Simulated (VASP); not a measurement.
Input of a VASP 6.6.1 run:

Contents of INCAR:

```
SYSTEM = Mo
  ALGO = Normal
  DIPOL = 0.5 0.5 0.500
  EDIFF = 1E-6
  ENCUT = 520
  IDIPOL = 3
  ISIF = 2
  ISMEAR = 1
  LASPH = .True.
  LCHARG = .True.
  LDIPOL = .True.
  LELF = .True.
  LREAL = .False.
  LVACPOTAV = .True.
  LVHAR = .True.
  LWAVE = .False.
  NBANDS = 73
  NELM = 100
  PREC = Accurate
  SIGMA = 0.1
```

Contents of KPOINTS:

```
k-points
0
Gamma
  11 11 1
  0 0 0
```

The input POSCAR:

```
Mo
1.0
    3.1115499610      0.0000000000      0.0000000000
    0.0000000000      3.1115499610      0.0000000000
    0.0000000000      0.0000000000     28.4461998440
Mo
9
Direct
    0.0000000000      0.0000000000      0.2870215140
    0.5000000000      0.5000000000      0.3347872600
    0.0000000000      0.0000000000      0.3909432299
    0.5000000000      0.5000000000      0.4455025393
    0.0000000000      0.0000000000      0.4999999972
    0.5000000000      0.5000000000      0.5544974641
    0.0000000000      0.0000000000      0.6090567610
    0.5000000000      0.5000000000      0.6652127452
    0.0000000000      0.0000000000      0.7129784892
```

Potentials or basis: VASP PAW LDA potentials, release 64 (Mo_sv).

Run with:

```bash
$ cat potpaw_LDA.64/Mo_sv/POTCAR > POTCAR
$ mpirun -np 1 vasp_std > vasp.out
```

Predict the largest force.

0.093 eV/Å.

What does it give for the band gap on the k mesh?

Zero (bands 63 and 64 overlap by 1.79 eV).

Forces in eV/Å, atoms in the order of the input:
```
Mo   0.000  0.000 -0.093
Mo   0.000  0.000  0.015
Mo   0.000  0.000 -0.004
Mo   0.000  0.000  0.005
Mo   0.000  0.000  0.000
Mo   0.000  0.000 -0.005
Mo   0.000  0.000  0.004
Mo   0.000  0.000 -0.015
Mo   0.000  0.000  0.093
```
